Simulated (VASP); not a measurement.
# HgH (P6_3/mmc) in VASP: notebook, part 2 of 2

VASP 6.6.1.

### 3 Relaxation of cell and atoms, PBE

This run uses another cell than the first one, of 14.25 Å³/atom, 0.970 times its volume.

INCAR

```
PREC = Accurate ; ENCUT = 600
EDIFF = 1E-6 ; ISMEAR = 0
SIGMA = 0.1 ; LREAL = F
LASPH = T ; NELM = 100
ALGO = Normal ; ISIF = 3
LWAVE = F ; LCHARG = F
GGA = PE ; IBRION = 2
NSW = 100 ; EDIFFG = -0.01
```

KPOINTS

```
Automatic mesh
0
Gamma
  15 15 8
```

POSCAR

```
HgH
1.0
    3.4181969100      0.0000000000      0.0000000000
   -1.7090984600      2.9602453600      0.0000000000
    0.0000000000      0.0000000000      5.6317857800
Hg H
2 2
Direct
    0.3333333300      0.6666666700      0.7500000000
    0.6666666700      0.3333333300      0.2500000000
    0.0000000000      0.0000000000      0.0000000000
    0.0000000000      0.0000000000      0.5000000000
```

Potentials or basis: VASP PAW PBE potentials, release 64 (Hg, H).

Launch:

```bash
$ cat potpaw_PBE.64/Hg/POTCAR potpaw_PBE.64/H/POTCAR > POTCAR
$ mpirun -np 1 vasp_std > vasp.out
```

OUTCAR:

```text
PREC = Accurate
   ENCUT = 600
   EDIFF = 1E-6
   ISMEAR = 0
   LREAL = F
   LASPH = T
   NELM = 100
   ISIF = 3
   GGA = PE
   IBRION = 2
   NSW = 100
   EDIFFG = -0.01

 ion  position               nearest neighbor table
   1  0.333  0.667  0.750-   2 3.44   2 3.44   2 3.44   2 3.44   2 3.44   2 3.44
   2  0.667  0.333  0.250-   1 3.44   1 3.44   1 3.44   1 3.44   1 3.44   1 3.44
   3  0.000  0.000  0.000-
   4  0.000  0.000  0.500-

  LATTYP: Found a hexagonal cell.
 ALAT       =     3.4181969100
 C/A-ratio  =     1.6475896294

  Lattice vectors:

 A1 = (   3.4181969100,   0.0000000000,   0.0000000000)
 A2 = (  -1.7090984600,   2.9602453600,   0.0000000000)
 A3 = (   0.0000000000,   0.0000000000,   5.6317857800)

Analysis of symmetry for initial positions (statically):
=====================================================================
 Subroutine PRICEL returns:
 Original cell was already a primitive cell.

 Routine SETGRP: Setting up the symmetry group for a
 hexagonal supercell.

 Subroutine GETGRP returns: Found 24 space group operations
 (whereof 12 operations were pure point group operations)
 out of a pool of 24 trial point group operations.

[... 279 lines left out ...]

  energy  without entropy=       -4.1793268215  energy(sigma->0) =       -4.18255382

[... ionic steps 4 to 13 ...]

--------------------------------------- Ionic step       14  -------------------------------------------

 number of electron      25.9999999 magnetization

------------------------ aborting loop because EDIFF is reached ----------------------------------------
[... 71 lines left out ...]
--------------------------------------- Ionic step       16  -------------------------------------------

 number of electron      25.9999999 magnetization

 Free energy of the ion-electron system (eV)
  ---------------------------------------------------
  ext. energy  EPLUGINS =         0.00000000
  ---------------------------------------------------
  free energy    TOTEN  =        -4.19455318 eV

  energy without entropy =       -4.19005875  energy(sigma->0) =       -4.19230596

 E-fermi :   1.6725     XC(G=0): -10.3916

 val. band max:        1.6447576615   @ k =   0.3333   0.0667   0.5000
 cond. band min:       1.6826893640   @ k =   0.4000   0.0000   0.3750
 fundamental gap:      0.0379317025
 Fermi energy:         1.6725054949

 k-point     1 :       0.0000    0.0000    0.0000
  band No.  band energies     occupation
      1      -7.3629      2.00000
      2      -5.3414      2.00000
      3      -4.7537      2.00000
      4      -4.7537      2.00000
      5      -4.6480      2.00000
      6      -4.6160      2.00000
[... 457 lines left out ...]
      4      -4.8305      2.00000
      5      -4.8081      2.00000
      6      -4.5978      2.00000
[... 9 lines left out ...]
     16       5.5747      0.00000
     17       5.6787      0.00000

 [... further k-points ...]

------------------------ aborting loop because EDIFF is reached ----------------------------------------

  FORCE on cell =-STRESS in cart. coord.  units (eV):
  Direction    XX          YY          ZZ          XY          YZ          ZX
  --------------------------------------------------------------------------------------
  -------------------------------------------------------------------------------------
  Total       -0.0111538     -0.0111538      0.0023944      0.0000000     -0.0000000     -0.0000000
  in kB       -0.3026942     -0.3026942      0.0649806      0.0000000     -0.0000000     -0.0000000
  external PRESSURE =      -0.1801359 kB  Pullay stress =       0.0000000 kB
[... 19 lines left out ...]
  FREE ENERGIE OF THE ION-ELECTRON SYSTEM (eV)
  ---------------------------------------------------
  free  energy   TOTEN  =        -4.1945531796 eV

  energy  without entropy=       -4.1900587490  energy(sigma->0) =       -4.19230596

 reached required accuracy - stopping structural energy minimisation
```

OSZICAR:

```text
N       E                     dE             d eps       ncg     rms          rms(c)
DAV:   1     0.190259087530E+03    0.19026E+03   -0.14065E+04  4590   0.161E+03
[... 131 lines left out ...]
DAV:   1    -0.425057782889E+01   -0.57793E-01   -0.12827E+00  4622   0.134E+01    0.177E+00
DAV:   2    -0.419951180157E+01    0.51066E-01   -0.14275E-01  4593   0.499E+00    0.566E-01
DAV:   3    -0.419548410731E+01    0.40277E-02   -0.11367E-02  4829   0.112E+00    0.556E-01
DAV:   4    -0.419460926830E+01    0.87484E-03   -0.16939E-03  4769   0.320E-01    0.409E-02
DAV:   5    -0.419455882321E+01    0.50445E-04   -0.17161E-04  4805   0.152E-01    0.210E-02
DAV:   6    -0.419455309967E+01    0.57235E-05   -0.44890E-05  4799   0.526E-02    0.722E-03
DAV:   7    -0.419455317959E+01   -0.79912E-07   -0.37515E-06  4566   0.149E-02
  16 F= -.41945532E+01 E0= -.41923060E+01  d E =-.519627E-04
```

Wall time 15 min (1 thread of Intel Xeon Platinum 8259CL at 2.50GHz (Skylake/Cascade Lake), shared host); peak memory 0.31 GiB.

What came out:

```
Free energy                            : -4.1946 eV
Relaxed volume                         : 14.76 Å³/atom
Relaxed cell                           : a = 3.549 Å, b = 3.549 Å, c = 5.413 Å, α = 90.00°, β = 90.00°, γ = 120.00°
Space group after relaxing (to 0.05 Å) : P6_3/mmc (No. 194)
Energy gained by relaxing              : 5.5 meV/atom
Ionic steps                            : 16
Pressure after relaxing                : 0.0 GPa
Band gap on the k mesh                 : zero (band 13 reaches 4.25 eV, above the bottom of band 14 at -0.19 eV)
```

Step by step:
| step | energy change (eV) | largest force (eV/Å) | pressure (GPa) | volume (Å³) |
| --- | --- | --- | --- | --- |
| 1 | 0.0000 | 0.0000 | 1.93 | 56.99 |
| 2 | -0.0114 | 0.0000 | 0.61 | 58.41 |
| 3 | -0.0130 | 0.0000 | 0.05 | 59.12 |
| 4 | -0.0131 | 0.0000 | 0.03 | 59.20 |
| 5 | -0.0130 | 0.0000 | -0.11 | 59.37 |
| 6 | -0.0131 | 0.0000 | -0.05 | 59.26 |
| 7 | -0.0132 | 0.0000 | -0.04 | 59.26 |
| 8 | -0.0138 | 0.0000 | -0.04 | 59.26 |
| 9 | -0.0148 | 0.0000 | -0.05 | 59.26 |
| 10 | -0.0179 | 0.0000 | -0.07 | 59.24 |
| 11 | -0.0197 | 0.0000 | -0.12 | 59.14 |
| 12 | -0.0211 | 0.0000 | -0.10 | 59.21 |
| 13 | -0.0216 | 0.0000 | -0.13 | 59.18 |
| 14 | -0.0217 | 0.0000 | -0.13 | 59.19 |
| 15 | -0.0200 | 0.0000 | 0.64 | 58.22 |
| 16 | -0.0218 | 0.0000 | -0.02 | 59.04 |

Final structure:
```yaml
crystal:
  lattice:
    - [3.54891, 0.00000, 0.00000]
    - [-1.77446, 3.07345, 0.00000]
    - [0.00000, 0.00000, 5.41261]
  atoms:
    - { symbol: Hg, position: [0.33333, 0.66667, 0.75000] }
    - { symbol: Hg, position: [0.66667, 0.33333, 0.25000] }
    - { symbol: H, position: [0.00000, 0.00000, 0.00000] }
    - { symbol: H, position: [0.00000, 0.00000, 0.50000] }
```

Levels at points of the mesh, in eV from the Fermi level:
| k point | band 9 | band 10 | band 11 | band 12 | band 13 | band 14 | band 15 | band 16 | band 17 |
| --- | --- | --- | --- | --- | --- | --- | --- | --- | --- |
| (0.00, 0.00, 0.00) | -6.28 | -5.75 | -5.75 | -4.08 | -1.66 | 3.66 | 7.46 | 9.67 | 9.67 |
| (0.00, 0.00, 0.50) | -5.87 | -5.87 | -5.87 | -5.87 | 2.58 | 2.58 | 7.82 | 7.82 | 10.32 |

Caveat: spin-orbit coupling is left out, which moves the levels of the heavy elements.

### 4 Single point, PBE

This run uses another cell than the first one, of 14.72 Å³/atom, 1.002 times its volume.

INCAR

```
SYSTEM = HgH
ALGO = Normal
EDIFF = 1E-6
ENCUT = 520
GGA = PE
ISIF = 2
ISMEAR = 0
LASPH = .TRUE.
LCHARG = .FALSE.
LREAL = .FALSE.
LWAVE = .FALSE.
NBANDS = 21
NELM = 100
PREC = Accurate
SIGMA = 0.1
```

KPOINTS

```
k-points
0
G
  15 15 10
  0 0 0
```

POSCAR

```
HgH
1.0
    3.4984400759      0.0000000030      0.0000000000
   -1.7492200405      3.0297379779      0.0000000000
    0.0000000000      0.0000000000      5.5561392675
Hg H
2 2
Direct
    0.3333333333      0.6666666667      0.7500000000
    0.6666666667      0.3333333333      0.2500000000
    0.0000000000      0.0000000000      0.0000000000
    0.0000000000      0.0000000000      0.5000000000
```

Launch:

```bash
$ cat potpaw_PBE.64/Hg/POTCAR potpaw_PBE.64/H/POTCAR > POTCAR
$ mpirun -np 1 vasp_std > vasp.out
```

Run time: 1.9 min. Hardware: 1 thread of Intel Xeon Platinum 8259CL at 2.50GHz (Skylake/Cascade Lake), shared host; peak memory 0.3 GiB.

Results (log left out):

```yaml
Free_energy: -4.1908 eV
Pressure: 0.1 GPa
Band_gap_on_the_k_mesh: zero (band 13 reaches 3.99 eV, above the bottom of band 14 at -0.08 eV)
```

Levels at points of the mesh, in eV from the Fermi level:
```tsv
k point	band 10	band 11	band 12	band 13	band 14	band 15	band 16	band 17
(0.00, 0.00, 0.00)	-5.74	-5.74	-4.27	-2.01	3.86	7.66	10.17	10.17
(0.00, 0.00, 0.50)	-5.87	-5.87	-5.87	2.32	2.32	7.80	7.80	10.74
```

Caveat: spin-orbit coupling is left out, which moves the levels of the heavy elements.

### 5 Overview

```csv
task,cell,k mesh,cutoff (eV),gap on the mesh (eV),pressure (GPa)
single point,"a = 3.544, b = 3.544, c = 5.402 Å, angles 90.0, 90.0, 120.0°, 4 atoms",15 × 15 × 8,520,none,0.1
relaxation of cell and atoms,"relaxed from a = 3.418, b = 3.418, c = 5.632 Å, angles 90.0, 90.0, 120.0°, 4 atoms",15 × 15 × 8,600,none,0.0
single point,"a = 3.498, b = 3.498, c = 5.556 Å, angles 90.0, 90.0, 120.0°, 4 atoms",15 × 15 × 10,520,none,0.1
```

Alike in all rows: level PBE; potentials or basis VASP PAW PBE potentials, release 64 (Hg, H); no spin polarisation; smearing gaussian 0.1 eV.

Caveats: spin-orbit coupling is left out, which moves the levels of the heavy elements.

Absolute energies hang on the potentials; compare differences alone.
